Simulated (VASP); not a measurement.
# Si (Imma) in VASP: G0W0 quasiparticle levels with PBEsol

Aim: the G0W0 quasiparticle levels of Si with PBEsol.

All numbers are computed with VASP 6.6.1; they aren't measurements. Logs are shortened: lines on timing, memory, paths and dates and some standing lists are left out, and cuts for length are marked.

### 1 The cell of the first run

It takes space group Imma (No. 74, orthorhombic). The conventional cell has a = 3.804 Å, b = 3.864 Å, c = 5.379 Å, α = 90.00°, β = 90.00°, γ = 90.00°. Within 3.1 Å of Si (site symmetry mm2) lie 4 Si at 2.34 to 2.35 Å.

### 2 G0W0 quasiparticle levels, PBEsol

POSCAR

```
Si
1.0
    0.0212906881      2.7109528141      2.6896621261
    2.7109528141      0.0212906881      2.6896621261
    2.7322435022      2.7322435022      0.0000000000
Si
2
Direct
    0.0011216308      0.0011216308     -0.0011216308
    0.2488783692      0.2488783692      0.2511216308
```

INCAR.step1

```
  PREC = Accurate
  ENCUT = 500
  EDIFF = 1E-8
  ISMEAR = 0
  SIGMA = 0.01
  LREAL = False
  LASPH = True
  NELM = 80
  ALGO = Normal
  LWAVE = True
  LCHARG = False
  GGA = PS
```

INCAR.step2

```
  PREC = Accurate
  ENCUT = 500
  EDIFF = 1E-8
  ISMEAR = 0
  SIGMA = 0.01
  LREAL = False
  LASPH = True
  NELM = 1
  ALGO = Exact
  LWAVE = True
  LCHARG = False
  GGA = PS
  NBANDS = 93
  LOPTICS = True
  ISTART = 1
```

INCAR.step3

```
  PREC = Accurate
  ENCUT = 500
  EDIFF = 1E-8
  ISMEAR = 0
  SIGMA = 0.01
  LREAL = False
  LASPH = True
  ALGO = EVGW0
  LWAVE = False
  LCHARG = False
  GGA = PS
  NELMGW = 1
  NBANDS = 93
  ENCUTGW = 100.0
  NOMEGA = 48
  PRECFOCK = Fast
  ISTART = 1
  NBANDSGW = 12
```

KPOINTS

```
Automatic mesh
0
Gamma
  4 4 4
```

Potentials or basis: VASP PAW PBE potentials, release 64 (Si_GW).

Run with:

```bash
cat potpaw_PBE.64/Si_GW/POTCAR > POTCAR
cp INCAR.step1 INCAR
mpirun -np 1 vasp_std > vasp.out
cp INCAR.step2 INCAR
mpirun -np 1 vasp_std > vasp.out
cp INCAR.step3 INCAR
mpirun -np 1 vasp_std > vasp.out
```

OUTCAR:

```text
PREC = Accurate
   ENCUT = 500
   EDIFF = 1E-8
   ISMEAR = 0
   LREAL = False
   LASPH = True
   GGA = PS
   NELMGW = 1
   ENCUTGW = 100.0
   PRECFOCK = Fast
   ISTART = 1

 ion  position               nearest neighbor table
   1  0.001  0.001  0.999-   2 2.34   2 2.34   2 2.35   2 2.35
   2  0.249  0.249  0.251-   1 2.34   1 2.34   1 2.35   1 2.35

  LATTYP: Found a body centered orthorhombic cell.
 ALAT       =     3.8037566568
 B/A-ratio  =     1.0158314964
 C/A-ratio  =     1.4142135624

  Lattice vectors:

 A1 = (   2.7109528141,   0.0212906881,  -2.6896621261)
 A2 = (  -2.7109528141,  -0.0212906881,  -2.6896621261)
 A3 = (   0.0212906881,   2.7109528141,   2.6896621261)

Analysis of symmetry for initial positions (statically):
=====================================================================
 Subroutine PRICEL returns:
 Original cell was already a primitive cell.

 Routine SETGRP: Setting up the symmetry group for a
 body centered orthorhombic supercell.

 Subroutine GETGRP returns: Found  8 space group operations
 (whereof  4 operations were pure point group operations)
 out of a pool of  8 trial point group operations.

The static configuration has the point symmetry C_2v.
 The point group associated with its full space group is D_2h.

Analysis of symmetry for dynamics (positions and initial velocities):
=====================================================================
 Subroutine PRICEL returns:
 Original cell was already a primitive cell.

 Routine SETGRP: Setting up the symmetry group for a
 body centered orthorhombic supercell.

 Subroutine GETGRP returns: Found  8 space group operations
 (whereof  4 operations were pure point group operations)
 out of a pool of  8 trial point group operations.

The dynamic configuration has the point symmetry C_2v.
 The point group associated with its full space group is D_2h.

 Subroutine INISYM returns: Found  8 space group operations
 (whereof  4 operations are pure point group operations),
 and found     1 'primitive' translations

----------------------------------------------------------------------------------------

                                     Primitive cell

  volume of cell :      39.5316

  direct lattice vectors                    reciprocal lattice vectors
     0.021290688  2.710952814  2.689662126    -0.185896955  0.185896955  0.185896955
     2.710952814  0.021290688  2.689662126     0.185896955 -0.185896955  0.185896955
     2.732243502  2.732243502  0.000000000     0.182999795  0.182999795 -0.185896955

  length of vectors
     3.818900471  3.818900471  3.863975817     0.321982972  0.321982972  0.318646399

  position of ions in fractional coordinates (direct lattice)
     0.001121631  0.001121631  0.998878369
     0.248878369  0.248878369  0.251121631

  ion indices of the primitive-cell ions
   primitive index   ion index
                 1           1
                 2           2

----------------------------------------------------------------------------------------

 KPOINTS: Automatic mesh

Automatic generation of k-mesh.
 Grid dimensions read from file:
 generate k-points for:    4    4    4

 Generating k-lattice:

  Cartesian coordinates                     Fractional coordinates (reciprocal lattice)
    -0.046474239  0.046474239  0.046474239     0.250000000  0.000000000  0.000000000
     0.046474239 -0.046474239  0.046474239     0.000000000  0.250000000  0.000000000
     0.045749949  0.045749949 -0.046474239     0.000000000  0.000000000  0.250000000

  Length of vectors
     0.080495743  0.080495743  0.079661600

  Shift w.r.t. Gamma in fractional coordinates (k-lattice)
     0.000000000  0.000000000  0.000000000

 Subroutine IBZKPT returns following result:
 ===========================================

 Found     18 irreducible k-points:

 Following reciprocal coordinates:
            Coordinates               Weight
  0.000000  0.000000  0.000000      1.000000
  0.250000  0.000000  0.000000      4.000000
  0.500000  0.000000  0.000000      2.000000
  0.250000  0.250000  0.000000      2.000000
  0.500000  0.250000  0.000000      4.000000
 -0.250000  0.250000  0.000000      2.000000
[... 10 lines left out ...]
  0.250000  0.250000  0.500000      2.000000
 -0.250000  0.250000  0.500000      2.000000
   k-points           NKPTS =     18   k-points in BZ     NKDIM =     64   number of bands    NBANDS=     93
   number of dos      NEDOS =    301   number of ions     NIONS =      2
   total plane-waves  NPLWV =  21952
   dimension x,y,z NGX =    28 NGY =   28 NGZ =   28
   dimension x,y,z NGXF=    56 NGYF=   56 NGZF=   56
   ions per type =               2
   NGX,Y,Z   is equivalent  to a cutoff of  12.19, 12.19, 12.05 a.u.
   NGXF,Y,Z  is equivalent  to a cutoff of  24.38, 24.38, 24.09 a.u.
 SYSTEM =  unknown system
   PREC   = accura    normal or accurate (medium, high low for compatibility)
   ISTART =      1    job   : 0-new  1-cont  2-samecut
   ICHARG =      0    charge: 1-file 2-atom 10-const
   ISPIN  =      1    spin polarized calculation?
   LNONCOLLINEAR =      F non collinear calculations
   LSORBIT =      F    spin-orbit coupling
   LASPH  =      T    aspherical Exc in radial PAW
   ENCUT  =  500.0 eV  36.75 Ry    6.06 a.u.   6.96  6.96  7.04*2*pi/ulx,y,z
   NELM   =     60;   NELMIN=  2; NELMDL=  0     # of ELM steps
   EDIFF  = 0.1E-07   stopping-criterion for ELM
   LREAL  =      F    real-space projection
   EDIFFG = 0.1E-06   stopping-criterion for IOM
   NSW    =      0    number of steps for IOM
   IBRION =     -1    ionic relax: 0-MD 1-quasi-New 2-CG
   NFREE  =      0    steps in history (QN), initial steepest desc. (CG)
   ISIF   =      0    stress and relaxation
   ISYM   =      3    0-nonsym 1-usesym 2-fastsym
   POTIM  = 0.5000    time-step for ionic-motion
   TEBEG  =    0.0;   TEEND  =   0.0 temperature during run
   PSTRESS=    0.0 pullay stress
   NELECT =       8.0000    total number of electrons
   NUPDOWN=      -1.0000    fix difference up-down
   EMIN   =  10.00;   EMAX   =-10.00  energy-range for DOS
   EFERMI =   0.00;   METHOD = LEGACY
   ISMEAR =     0;   SIGMA  =   0.01  broadening in eV -4-tet -1-fermi 0-gaus
   EFERMI_NEDOS =   21; number of points for ismear=-14 and -15
   IALGO  =     38    algorithm
   IMIX   =      4    mixing-type and parameters
     AMIX     =   0.40;   BMIX     =  1.00
     AMIX_MAG =   1.60;   BMIX_MAG =  1.00
  volume/ion in A,a.u.               =      19.77       133.39
  Fermi-wavevector in a.u.,A,eV,Ry     =   0.961147  1.816305 12.569114  0.923804
  Thomas-Fermi vector in A             =   2.090494
   LORBIT       =      0    0 simple, 1 ext, 2 COOP (PROOUT), +10 PAW based schemes
   GGA     = PS    functional components
   LHFCALC =     T    Hartree Fock is set to
   PRECFOCK=fast      Normal, Fast or Accurate (Low or Medium for compatibility)
   ENCUT4O =  -1.0   cutoff for four orbital integrals eV
   NKREDX  =     1    reduce k-point grid by
   NKREDY  =     1    reduce k-point grid by
   NKREDZ  =     1    reduce k-point grid by
   AEXX    =    1.0000 exact exchange contribution
   HFSCREEN=    0.0000 screening length (either q_TF or 0.3 A-1)
   HFSCREENC=   0.0000 screening length for correlation (either q_TF or 0.3 A-1)
   ENCUTFOCK=  -1.0 apply spherical cutoff to Coloumb kernel
   IVDW    =     0    specifies the selected vdW correction
   LEPSILON=     F    determine dielectric tensor
   LRPA    =     F    only Hartree local field effects (RPA)
   LRPAFORCE           =     F    calculate RPA forces
   ENCUTGW             = 100.0    cutoff for response function in eV
   ENCUTGWSOFT         =  80.0    soft cutoff for Coulomb kernel in GW response function in eV
   ENCUTLF             =  -1.0    cutoff for local field effects
   NELMGW              =     1    number of iterations in solving QP/BSE equation
   NELMHF              =     1    number of iterations in the inner HF iteration
   NKREDLFX            =     1    NKREDLFY  =   1   NKREDLFZ  =   1
 non-spin polarized calculation
 Gauss-broadening in eV      SIGMA  =   0.01
  energy-cutoff  :      500.00
  volume of cell :       39.53
 maximum number of plane-waves:      1015
  NGX = 16; NGY = 16; NGZ = 16
   NGX = 13   NGY = 13   NGZ = 15
 maximum number of plane-waves:       100
 NGX is ok and might be reduce to    14

 QP shifts <psi_nk| G(iteration)W_0 |psi_nk>: iteration 1
 for sc-GW calculations column KS-energies equals QP-energies in previous step
 and V_xc(KS)=  KS-energies - (<T + V_ion + V_H > + <T+V_H+V_ion>^1  + <V_x>^1)

 k-point   1 :       0.0000    0.0000    0.0000
  band No.  KS-energies  QP-energies   sigma(KS)   V_xc(KS)     V^pw_x(r,r')   Z            occupation Imag(sigma)

      1      -6.4969      -6.9103     -11.1064     -10.4976     -17.5221       0.6790       2.0000       1.2551
      2       5.4999       5.1134     -11.9251     -11.4137     -13.0154       0.7558       2.0000       0.1041
      3       5.6283       5.2452     -11.9317     -11.4255     -13.0059       0.7568       2.0000       0.1035
      4       5.6536       5.2716     -11.9714     -11.4667     -13.0500       0.7570       2.0000       0.1049
      5       8.0213       8.2501      -9.8751     -10.1789      -5.6253       0.7531       0.0000      -0.0636
      6       8.0551       8.2863      -9.9047     -10.2116      -5.6343       0.7533       0.0000      -0.0641
      7       8.1972       8.4268      -9.8971     -10.2017      -5.5932       0.7538       0.0000      -0.0653
      8       9.0818       9.4447     -10.5800     -11.0668      -5.7615       0.7455       0.0000      -0.0700
      9      13.1983      13.5120      -9.6814     -10.0988      -4.2372       0.7516       0.0000      -0.2140
     10      13.3394      13.6524      -9.6908     -10.1072      -4.2107       0.7518       0.0000      -0.2254
     11      13.3425      13.3862      -8.0548      -8.1113      -2.6625       0.7723       0.0000      -0.2954
     12      16.6234      16.6516      -8.5248      -8.5619      -2.2765       0.7612       0.0000      -0.5948

 k-point   2 :       0.2500    0.0000    0.0000
  band No.  KS-energies  QP-energies   sigma(KS)   V_xc(KS)     V^pw_x(r,r')   Z            occupation Imag(sigma)
[... 257 lines left out ...]
      1      -2.1183      -2.5258     -11.6056     -11.0191     -16.0955       0.6947       2.0000       0.5569
      2      -2.1183      -2.5258     -11.6056     -11.0191     -16.0955       0.6947       2.0000       0.5569
      3       1.6116       1.1446     -10.7196     -10.0819     -12.9266       0.7323       2.0000       0.1554
      4       1.6116       1.1446     -10.7196     -10.0819     -12.9266       0.7323       2.0000       0.1554
      5       9.8137       9.9656      -9.5661      -9.7668      -4.9558       0.7569       0.0000      -0.0995
      6       9.8137       9.9656      -9.5661      -9.7668      -4.9558       0.7569       0.0000      -0.0995
      7      10.6402      10.9022      -9.8640     -10.2175      -4.6789       0.7411       0.0000      -0.1494
      8      10.6402      10.9022      -9.8640     -10.2175      -4.6789       0.7411       0.0000      -0.1494
      9      16.0733      16.3458     -10.4104     -10.7830      -3.8946       0.7311       0.0000      -0.5296
     10      16.0733      16.3458     -10.4104     -10.7830      -3.8946       0.7311       0.0000      -0.5296
     11      18.5922      18.8742     -10.1593     -10.5423      -3.3989       0.7365       0.0000      -0.7368
     12      18.5922      18.8742     -10.1593     -10.5423      -3.3989       0.7365       0.0000      -0.7368
```

Run time: 5 min. Hardware: 1 thread of Intel Xeon 8259CL, shared host; peak memory 0.53 GiB.

What came out:

```
Band gap on the k mesh, mean-field level : 0.32 eV, indirect (least direct gap 2.37 eV)
Quasiparticle gap                        : 0.83 eV
Least direct quasiparticle gap           : 2.98 eV
```

Caveat: the k points lie up to 0.51 Å⁻¹ apart; bands, screening cutoff and mesh are small and nothing is extrapolated, so the quasiparticle values aren't converged.
